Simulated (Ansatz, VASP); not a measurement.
Two plane-wave programs on TaNb2O5

```
Ta Nb O
1.0
     3.94589    0.00000    0.00000
     0.00000    3.94589    0.00000
     0.00000    0.00000    7.19008
Ta Nb O
1 2 5
Direct
  0.50000 0.50000 0.00000
  0.00000 0.00000 0.27157
  0.00000 0.00000 0.72843
  0.00000 0.00000 0.00000
  0.00000 0.50000 0.74139
  0.50000 0.00000 0.74139
  0.00000 0.50000 0.25861
  0.50000 0.00000 0.25861
```

Alike in both runs: functional PBE; k mesh 3 × 3 × 2; occupations gaussian, width 0.15 eV; no spin polarisation.

Ansatz relaxed the structure, and its values are those at the end. VASP's run is a single point on that final structure, the one shown.

|  | VASP | Ansatz |
| --- | --- | --- |
| version | VASP 6.6.1 | Ansatz 0.2.0 |
| potentials or method | VASP PAW PBE potentials, release 64 (Ta_pv, Nb_sv, O), cutoff 600 eV | scalar-relativistic, plane waves, PAW |
| valence electrons in the cell | 67 | 69 |

VASP gave:

| Quantity | Value |
| --- | --- |
| gap on the k mesh at the Fermi level (eV) | none |
| pressure (GPa) | -0.5 |
| rms of the force components (eV/Å) | 0.020 |

**Question.** Which values does Ansatz return?

**Answer.** gap on the k mesh at the Fermi level (eV): none; pressure (GPa): 0.0; rms of the force components (eV/Å): 0.011.

A gap of «none» marks a metal or a gap that the smearing closes. VASP's potentials hold 67 valence electrons a cell and Ansatz's 69, so a difference there can come from the potentials and not from the codes.

The k mesh is coarse, so the values compare programs but aren't converged. Spin-orbit coupling is off throughout.
